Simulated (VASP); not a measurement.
# NiO (C222_1) in VASP: notebook

The runs below take NiO through single point, relaxation of cell and atoms, with PBE.

All numbers are computed with VASP 6.6.1; they aren't measurements. Logs are shortened: lines on timing, memory, paths and dates and some standing lists are left out, and cuts for length are marked.

**1. The cell of the first run**

Symmetry: C222_1, No. 20, orthorhombic system. Conventional cell: a = 4.072 Å, b = 4.803 Å, c = 4.256 Å, α = 90.00°, β = 90.00°, γ = 90.00°. Ni (site symmetry 2) has 4 O at 1.89 to 1.97 Å within 2.5 Å. Within 2.5 Å of O (site symmetry 2) lie 4 Ni at 1.89 to 1.97 Å.

**2. Single point, PBE, collinear spin, ferromagnetic start**

INCAR

```
ALGO = Normal
EDIFF = 1E-7
ENCUT = 520
GGA = PE
ISIF = 2
ISMEAR = 0
ISPIN = 2
LASPH = T
LCHARG = T
LELF = T
LMAXMIX = 4
LORBIT = 11
LREAL = F
LVHAR = T
LWAVE = F
MAGMOM = 2 2 0 0
NBANDS = 28
NELM = 150
PREC = Accurate
SIGMA = 0.1
```

KPOINTS

```
k-points
0
Gamma
  6 6 6
```

POSCAR

```
NiO
1.0
    2.0360468269     -2.4015682191      0.0000000000
    2.0360468269      2.4015682191      0.0000000000
    0.0000000000      0.0000000000      4.2559905957
Ni O
2 2
Direct
    0.3183900889      0.3183900889      0.5000000000
    0.6816099111      0.6816099111      0.0000000000
    0.2136465215      0.7863534785      0.7500000000
    0.7863534785      0.2136465215      0.2500000000
```

Potentials or basis: VASP PAW PBE potentials, release 64 (Ni, O).

Started as:

```console
cat potpaw_PBE.64/Ni/POTCAR potpaw_PBE.64/O/POTCAR > POTCAR
mpirun -np 1 vasp_std > vasp.out
```

OUTCAR:

```text
EDIFF = 1E-7
   ENCUT = 520
   GGA = PE
   ISIF = 2
   ISMEAR = 0
   ISPIN = 2
   LASPH = T
   LORBIT = 11
   LREAL = F
   NELM = 150
   PREC = Accurate

 ion  position               nearest neighbor table
   1  0.318  0.318  0.500-   3 1.89   4 1.89   3 1.97   4 1.97   2 2.59   2 2.59
   2  0.682  0.682  0.000-   3 1.89   4 1.89   3 1.97   4 1.97   1 2.59   1 2.59
   3  0.214  0.786  0.750-   1 1.89   2 1.89   1 1.97   2 1.97
   4  0.786  0.214  0.250-   1 1.89   2 1.89   1 1.97   2 1.97

  LATTYP: Found a base centered orthorhombic cell.
 ALAT       =     4.0720936538
 B/A-ratio  =     1.1795250420
 C/A-ratio  =     1.0451602928

  Lattice vectors:

 A1 = (   2.0360468269,  -2.4015682191,   0.0000000000)
 A2 = (   2.0360468269,   2.4015682191,   0.0000000000)
 A3 = (   0.0000000000,   0.0000000000,   4.2559905957)

Analysis of symmetry for initial positions (statically):
=====================================================================
 Subroutine PRICEL returns:
 Original cell was already a primitive cell.

 Routine SETGRP: Setting up the symmetry group for a
 base centered orthorhombic supercell.

 Subroutine GETGRP returns: Found  4 space group operations
 (whereof  2 operations were pure point group operations)
 out of a pool of  8 trial point group operations.

The static configuration has the point symmetry C_2 .
 The point group associated with its full space group is D_2 .

Analysis of symmetry for dynamics (positions and initial velocities):
=====================================================================
 Subroutine PRICEL returns:
 Original cell was already a primitive cell.

 Routine SETGRP: Setting up the symmetry group for a
 base centered orthorhombic supercell.

 Subroutine GETGRP returns: Found  4 space group operations
 (whereof  2 operations were pure point group operations)
 out of a pool of  8 trial point group operations.

The dynamic configuration has the point symmetry C_2 .
 The point group associated with its full space group is D_2 .

Analysis of structural, dynamic, and magnetic symmetry:
=====================================================================
 Subroutine PRICEL returns:
 Original cell was already a primitive cell.

 Routine SETGRP: Setting up the symmetry group for a
 base centered orthorhombic supercell.

 Subroutine GETGRP returns: Found  4 space group operations
 (whereof  2 operations were pure point group operations)
 out of a pool of  8 trial point group operations.

The overall configuration has the point symmetry C_2 .
 The point group associated with its full space group is D_2 .

 Subroutine INISYM returns: Found  4 space group operations
 (whereof  2 operations are pure point group operations),
 and found     1 'primitive' translations

----------------------------------------------------------------------------------------

                                     Primitive cell

  volume of cell :      41.6211

  direct lattice vectors                    reciprocal lattice vectors
     2.036046827 -2.401568219  0.000000000     0.245573920 -0.208197292  0.000000000
     2.036046827  2.401568219  0.000000000     0.245573920  0.208197292  0.000000000
     0.000000000  0.000000000  4.255990596     0.000000000  0.000000000  0.234962925

  length of vectors
     3.148494337  3.148494337  4.255990596     0.321951336  0.321951336  0.234962925

  position of ions in fractional coordinates (direct lattice)
     0.318390089  0.318390089  0.500000000
     0.681609911  0.681609911  0.000000000
     0.213646522  0.786353478  0.750000000
     0.786353478  0.213646522  0.250000000

  ion indices of the primitive-cell ions
   primitive index   ion index
                 1           1
                 2           2
                 3           3
                 4           4

----------------------------------------------------------------------------------------

 KPOINTS: k-points

Automatic generation of k-mesh.
 Grid dimensions read from file:
 generate k-points for:    6    6    6

 Generating k-lattice:

  Cartesian coordinates                     Fractional coordinates (reciprocal lattice)
     0.040928987 -0.034699549  0.000000000     0.166666667  0.000000000  0.000000000
     0.040928987  0.034699549  0.000000000     0.000000000  0.166666667  0.000000000
     0.000000000  0.000000000  0.039160488     0.000000000  0.000000000  0.166666667

  Length of vectors
     0.053658556  0.053658556  0.039160488

  Shift w.r.t. Gamma in fractional coordinates (k-lattice)
     0.000000000  0.000000000  0.000000000

 Subroutine IBZKPT returns following result:
 ===========================================

 Found     52 irreducible k-points:

 Following reciprocal coordinates:
            Coordinates               Weight
  0.000000  0.000000  0.000000      1.000000
  0.166667 -0.000000  0.000000      4.000000
  0.333333 -0.000000  0.000000      4.000000
  0.500000  0.000000  0.000000      2.000000
  0.166667  0.166667  0.000000      2.000000
  0.333333  0.166667  0.000000      4.000000
[... 16 lines left out ...]
  0.333333  0.333333  0.166667      4.000000
  0.500000  0.333333  0.166667      8.000000
 [... further k-points ...]
   k-points           NKPTS =     52   k-points in BZ     NKDIM =     52   number of bands    NBANDS=     28
   number of dos      NEDOS =    301   number of ions     NIONS =      4
   total plane-waves  NPLWV =  18432
   dimension x,y,z NGX =    24 NGY =   24 NGZ =   32
   dimension x,y,z NGXF=    48 NGYF=   48 NGZF=   64
   ions per type =               2   2
   NGX,Y,Z   is equivalent  to a cutoff of  12.67, 12.67, 12.50 a.u.
   NGXF,Y,Z  is equivalent  to a cutoff of  25.34, 25.34, 25.00 a.u.
 SYSTEM =  unknown system
   PREC   = accura    normal or accurate (medium, high low for compatibility)
   ISTART =      0    job   : 0-new  1-cont  2-samecut
   ICHARG =      2    charge: 1-file 2-atom 10-const
   ISPIN  =      2    spin polarized calculation?
   LNONCOLLINEAR =      F non collinear calculations
   LSORBIT =      F    spin-orbit coupling
   LASPH  =      T    aspherical Exc in radial PAW
   ENCUT  =  520.0 eV  38.22 Ry    6.18 a.u.   5.85  5.85  7.91*2*pi/ulx,y,z
   NELM   =    150;   NELMIN=  2; NELMDL= -5     # of ELM steps
   EDIFF  = 0.1E-06   stopping-criterion for ELM
   LREAL  =      F    real-space projection
   EDIFFG = 0.1E-05   stopping-criterion for IOM
   NSW    =      0    number of steps for IOM
   IBRION =     -1    ionic relax: 0-MD 1-quasi-New 2-CG
   NFREE  =      0    steps in history (QN), initial steepest desc. (CG)
   ISIF   =      2    stress and relaxation
   ISYM   =      2    0-nonsym 1-usesym 2-fastsym
   POTIM  = 0.5000    time-step for ionic-motion
   TEBEG  =    0.0;   TEEND  =   0.0 temperature during run
   PSTRESS=    0.0 pullay stress
   NELECT =      32.0000    total number of electrons
   NUPDOWN=      -1.0000    fix difference up-down
   EMIN   =  10.00;   EMAX   =-10.00  energy-range for DOS
   EFERMI =   0.00;   METHOD = LEGACY
   ISMEAR =     0;   SIGMA  =   0.10  broadening in eV -4-tet -1-fermi 0-gaus
   EFERMI_NEDOS =   21; number of points for ismear=-14 and -15
   IALGO  =     38    algorithm
   IMIX   =      4    mixing-type and parameters
     AMIX     =   0.40;   BMIX     =  1.00
     AMIX_MAG =   1.60;   BMIX_MAG =  1.00
  volume/ion in A,a.u.               =      10.41        70.22
  Fermi-wavevector in a.u.,A,eV,Ry     =   1.499755  2.834126 30.603117  2.249266
  Thomas-Fermi vector in A             =   2.611344
   LORBIT       =     11    0 simple, 1 ext, 2 COOP (PROOUT), +10 PAW based schemes
   GGA     = PE    functional components
   LHFCALC =     F    Hartree Fock is set to
   AEXX    =    0.0000 exact exchange contribution
   IVDW    =     0    specifies the selected vdW correction
   LEPSILON=     F    determine dielectric tensor
   LRPA    =     F    only Hartree local field effects (RPA)
 spin polarized calculation
 Gauss-broadening in eV      SIGMA  =   0.10
  energy-cutoff  :      520.00
  volume of cell :       41.62
 maximum number of plane-waves:      1140
   NGX = 11   NGY = 11   NGZ = 15

 number of electron      31.9999969 magnetization       1.7495679

 Free energy of the ion-electron system (eV)
  ---------------------------------------------------
  ext. energy  EPLUGINS =         0.00000000
  ---------------------------------------------------
  free energy    TOTEN  =       -23.04709873 eV

  energy without entropy =      -23.02637681  energy(sigma->0) =      -23.03673777

 E-fermi :   6.1756     XC(G=0): -11.7257

 val. band max:        6.1654264832   @ k =   0.5000   0.1667   0.1667
 cond. band min:       6.1761859697   @ k =   0.3333   0.1667   0.3333
 fundamental gap:      0.0107594865
 Fermi energy:         6.1755895583

 spin component 1

 k-point     1 :       0.0000    0.0000    0.0000
  band No.  band energies     occupation
      1     -13.9518      1.00000
      2     -12.7937      1.00000
      3      -0.9193      1.00000
      4       0.2534      1.00000
      5       0.4452      1.00000
      6       0.4844      1.00000
[... 20 lines left out ...]
     27      24.1713      0.00000
[... 691 lines left out ...]
      6       0.7824      1.00000
[... 20 lines left out ...]
     27      23.2433      0.00000
     28      23.9521      0.00000

 [... further k-points ...]

 spin component 2

 k-point     1 :       0.0000    0.0000    0.0000
  band No.  band energies     occupation
      1     -13.7110      1.00000
      2     -12.5235      1.00000
      3      -0.6683      1.00000
      4       0.6543      1.00000
      5       0.8585      1.00000
      6       0.8770      1.00000
[... 20 lines left out ...]
     27      24.2969      0.00000
[... 691 lines left out ...]
      6       1.1126      1.00000
[... 20 lines left out ...]
     27      23.3816      0.00000
     28      24.1058      0.00000

 [... further k-points ...]
[... 5 lines left out ...]
  --------------------------------------------------------------------------------------
  -------------------------------------------------------------------------------------
  Total        0.4756872      0.4271083      0.5635566      0.0000000      0.0000000      0.0000000
  in kB       18.3112796     16.4412646     21.6937571      0.0000000      0.0000000      0.0000000
  external PRESSURE =      18.8154338 kB  Pullay stress =       0.0000000 kB

 VOLUME and BASIS-vectors are now :
 -----------------------------------------------------------------------------
  energy-cutoff  :      520.00
  volume of cell :       41.62
      direct lattice vectors                 reciprocal lattice vectors
     2.036046827 -2.401568219  0.000000000     0.245573920 -0.208197292  0.000000000
     2.036046827  2.401568219  0.000000000     0.245573920  0.208197292  0.000000000
     0.000000000  0.000000000  4.255990596     0.000000000  0.000000000  0.234962925

 POSITION                                       TOTAL-FORCE (eV/Angst)
 -----------------------------------------------------------------------------------
      1.29651      0.00000      2.12800        -0.156474      0.000000      0.000000
      2.77558      0.00000      0.00000         0.156474      0.000000      0.000000
      2.03605      1.37539      3.19199         0.000000      0.012302     -0.000000
      2.03605     -1.37539      1.06400         0.000000     -0.012302      0.000000
 -----------------------------------------------------------------------------------
    total drift:                               -0.000000     -0.000000     -0.000000

  FREE ENERGIE OF THE ION-ELECTRON SYSTEM (eV)
  ---------------------------------------------------
  free  energy   TOTEN  =       -23.0470987303 eV

  energy  without entropy=      -23.0263768083  energy(sigma->0) =      -23.03673777

 total charge

# of ion       s       p       d       tot
------------------------------------------
    1        0.402   0.518   8.302   9.222
    2        0.402   0.518   8.302   9.222
    3        1.568   3.391   0.000   4.959
    4        1.568   3.391   0.000   4.959
--------------------------------------------------
tot          3.940   7.818  16.605  28.363

 magnetization (x)

# of ion       s       p       d       tot
------------------------------------------
    1        0.003   0.015   0.689   0.707
    2        0.003   0.015   0.689   0.707
    3        0.008   0.137   0.000   0.145
    4        0.008   0.137   0.000   0.145
--------------------------------------------------
tot          0.023   0.303   1.378   1.704
```

Run time: 45 s. Hardware: 1 thread of Intel Xeon 6975P-C (Granite Rapids), shared host; peak memory 0.21 GiB.

What came out:

| Item | Value |
| --- | --- |
| Free energy | -23.0471 eV |
| Pressure | 1.9 GPa |
| Largest force | 0.156 eV/Å |
| Net moment | 1.75 μB per cell |
| Site moments | Ni +0.71; O +0.14 μB |
| Valence electrons inside the program's atomic spheres | Ni 9.22; O 4.96 |

Forces on the atoms (eV/Å):
```
Ni  -0.156  0.000  0.000
Ni   0.156  0.000  0.000
O    0.000  0.012  0.000
O    0.000 -0.012  0.000
```

Caveat: semilocal functionals often make such compounds metallic where correlation or magnetic order opens a gap, which also shifts bond lengths.

**3. Single point, PBE**

INCAR

```
  ALGO = Normal
  EDIFF = 1E-7
  ENCUT = 520
  GGA = PE
  ISIF = 2
  ISMEAR = 0
  LASPH = T
  LCHARG = T
  LELF = T
  LREAL = F
  LVHAR = T
  LWAVE = F
  NBANDS = 24
  NELM = 80
  PREC = Accurate
  SIGMA = 0.1
```

KPOINTS

```
k-points
0
Gamma
  14 14 12
```

POSCAR

```
NiO
1.0
    2.0348864212     -2.4011384687      0.0000000000
    2.0348864212      2.4011384687      0.0000000000
    0.0000000000      0.0000000000      4.2606158739
Ni O
2 2
Direct
    0.3178139831      0.3178139831      0.5000000000
    0.6821860169      0.6821860169      0.0000000000
    0.2138308252      0.7861691748      0.7500000000
    0.7861691748      0.2138308252      0.2500000000
```

Potentials or basis: VASP PAW PBE potentials, release 64 (Ni, O).

Started as:

```console
cat potpaw_PBE.64/Ni/POTCAR potpaw_PBE.64/O/POTCAR > POTCAR
mpirun -np 1 vasp_std > vasp.out
```

Wall time 2 min (1 thread of Intel Xeon 6975P-C (Granite Rapids), shared host); peak memory 0.41 GiB.

It converged, with:

```yaml
Free_energy: -23.0026 eV
Pressure: 0.4 GPa
Largest_force: 0.033 eV/Å
Band_gap_on_the_k_mesh: zero (band 16 reaches 6.69 eV, above the bottom of band 17 at 6.02 eV)
```

Forces in eV/Å, atoms in the order of the input:
```
Ni  -0.033  0.000  0.000
Ni   0.033  0.000  0.000
O    0.000  0.027  0.000
O    0.000 -0.027  0.000
```

Stress tensor (GPa, compression positive):
```
0.21 0.00 0.00
0.00 0.54 0.00
0.00 0.00 0.58
```

Levels at points of the mesh, in eV from the Fermi level:
```csv
k point,band 13,band 14,band 15,band 16,band 17,band 18,band 19,band 20
"(0.00, 0.00, 0.00)",-0.99,-0.84,-0.62,0.47,0.96,1.13,1.47,5.65
"(0.50, 0.00, 0.00)",-1.03,-0.86,-0.69,-0.66,0.24,0.58,5.74,6.74
"(0.50, 0.50, 0.00)",-1.24,-1.24,-1.07,-0.81,-0.13,-0.07,5.82,6.09
"(0.00, 0.00, 0.50)",-0.76,-0.76,0.26,0.26,0.55,0.55,4.01,4.01
"(0.50, 0.00, 0.50)",-1.30,-1.30,-0.20,-0.20,0.45,0.45,6.14,6.14
"(0.50, 0.50, 0.50)",-1.31,-1.31,-0.93,-0.93,-0.13,-0.13,7.09,7.09
```

Caveat: the run has no spin polarisation, though such a crystal can be magnetic; semilocal functionals often make such compounds metallic where correlation or magnetic order opens a gap, which also shifts bond lengths. With open d or f shells a metallic result of PBE can be an artefact of self-interaction; +U or a hybrid may open a gap.

**4. Relaxation of cell and atoms, PBE, collinear spin, ferromagnetic start**

This run uses another cell than the first one, of 7.47 Å³/atom, 0.718 times its volume.

INCAR

```
SYSTEM = NiO
PREC = Accurate
ENCUT = 600
EDIFF = 1E-6
ISMEAR = 0
SIGMA = 0.1
LREAL = .False.
LASPH = .True.
NELM = 150
ALGO = Normal
ISIF = 3
LWAVE = .False.
LCHARG = .False.
ISPIN = 2
MAGMOM = 2 2 0 0
LORBIT = 11
LMAXMIX = 4
GGA = PE
IBRION = 2
NSW = 90
EDIFFG = -0.04
```

KPOINTS

```
Automatic mesh
0
Gamma
  6 6 6
  0 0 0
```

POSCAR

```
NiO
1.0
    2.1944783500     -2.1944783500      0.0000000000
    2.1944783500      2.1944783500      0.0000000000
    0.0000000000      0.0000000000      3.1034610500
Ni O
2 2
Direct
    0.3750000000      0.3750000000      0.5000000000
    0.6250000000      0.6250000000      0.0000000000
    0.1250000000      0.8750000000      0.7500000000
    0.8750000000      0.1250000000      0.2500000000
```

Started as:

```console
cat potpaw_PBE.64/Ni/POTCAR potpaw_PBE.64/O/POTCAR > POTCAR
mpirun -np 1 vasp_std > vasp.out
```

It took 7 min on 1 thread of Intel Xeon 6975P-C (Granite Rapids), shared host; peak memory 0.23 GiB.

Results (log left out):

- Free energy: -22.8980 eV
- Relaxed volume: 10.29 Å³/atom
- Relaxed cell: a = 3.250 Å, b = 3.250 Å, c = 3.948 Å, α = 90.00°, β = 90.00°, γ = 99.32°
- Space group after relaxing (to 0.05 Å): C222_1 (No. 20)
- Energy gained by relaxing: 1454.1 meV/atom
- Ionic steps: 14
- Pressure after relaxing: -0.1 GPa
- Largest force after relaxing: 0.025 eV/Å
- Band gap on the k mesh: zero (filled and empty bands overlap)
- Net moment: 0.00 μB per cell
- Valence electrons inside the program's atomic spheres: Ni 9.24; O 4.97

Forces on the atoms (eV/Å):
```
Ni   0.021  0.000  0.000
Ni  -0.021  0.000  0.000
O    0.000  0.025  0.000
O    0.000 -0.025  0.000
```

Stress tensor (GPa, compression positive):
```
 0.37  0.00  0.00
 0.00 -0.15  0.00
 0.00  0.00 -0.41
```

Step by step:
| step | energy change (eV) | largest force (eV/Å) | pressure (GPa) | volume (Å³) |
| --- | --- | --- | --- | --- |
| 1 | 0.0000 | 6.6810 | 104.59 | 29.89 |
| 2 | -3.4810 | 1.5606 | -32.27 | 55.77 |
| 3 | -4.7938 | 2.5396 | -12.37 | 42.68 |
| 4 | -5.5445 | 1.0547 | 2.43 | 39.79 |
| 5 | -5.6012 | 0.3628 | 10.21 | 38.78 |
| 6 | -5.7592 | 0.1708 | -0.31 | 41.22 |
| 7 | -5.7647 | 0.1813 | -2.57 | 41.83 |
| 8 | -5.7912 | 0.0622 | -0.56 | 41.43 |
| 9 | -5.7991 | 0.0783 | 1.22 | 41.07 |
| 10 | -5.8079 | 0.0889 | -1.08 | 41.48 |
| 11 | -5.8081 | 0.0971 | -1.52 | 41.55 |
| 12 | -5.8145 | 0.0769 | -0.51 | 41.28 |
| 13 | -5.8155 | 0.0635 | 0.06 | 41.13 |
| 14 | -5.8163 | 0.0252 | -0.06 | 41.16 |

Final structure:
```
CELL_PARAMETERS angstrom
2.10388 -2.47737 0.00000
2.10388 2.47737 0.00000
0.00000 0.00000 3.94845
ATOMIC_POSITIONS crystal
Ni 0.30698 0.30698 0.50000
Ni 0.69302 0.69302 0.00000
O 0.21724 0.78276 0.75000
O 0.78276 0.21724 0.25000
```

Levels at points of the mesh, in eV from the Fermi level:
Spin up:
```csv
k point,band 12,band 13,band 14,band 15,band 16,band 17,band 18,band 19,band 20,band 21
"(0.00, 0.00, 0.00)",-1.53,-0.84,-0.68,-0.64,0.33,0.99,1.17,1.43,5.80,10.33
"(0.50, 0.00, 0.00)",-1.48,-1.20,-0.87,-0.54,-0.41,0.23,0.54,5.52,6.65,9.66
"(0.00, 0.00, 0.50)",-1.74,-0.65,-0.65,0.32,0.32,0.63,0.63,4.30,4.30,11.41
"(0.50, 0.50, 0.00)",-1.68,-1.23,-1.22,-1.07,-0.65,-0.27,-0.17,5.76,6.38,9.36
"(0.00, 0.50, 0.50)",-1.60,-1.23,-1.23,-0.14,-0.14,0.39,0.39,6.01,6.01,8.61
"(0.50, 0.50, 0.50)",-1.81,-1.51,-1.51,-0.95,-0.95,-0.07,-0.07,7.28,7.28,10.19
```
Spin down:
| k point | band 14 | band 15 | band 16 | band 17 | band 18 | band 19 |
| --- | --- | --- | --- | --- | --- | --- |
| (0.00, 0.00, 0.00) | -0.68 | -0.64 | 0.33 | 0.99 | 1.17 | 1.43 |
| (0.50, 0.00, 0.00) | -0.87 | -0.54 | -0.41 | 0.23 | 0.54 | 5.52 |
| (0.00, 0.00, 0.50) | -0.65 | 0.32 | 0.32 | 0.63 | 0.63 | 4.30 |
| (0.50, 0.50, 0.00) | -1.22 | -1.07 | -0.65 | -0.28 | -0.17 | 5.76 |
| (0.00, 0.50, 0.50) | -1.23 | -0.14 | -0.14 | 0.39 | 0.39 | 6.01 |
| (0.50, 0.50, 0.50) | -1.51 | -0.95 | -0.95 | -0.07 | -0.07 | 7.28 |

Caveat: the starting moments collapsed, and a magnetic state may lie lower; the volume moved by over 15 % at a fixed basis, so the end points are rough; semilocal functionals often make such compounds metallic where correlation or magnetic order opens a gap, which also shifts bond lengths.
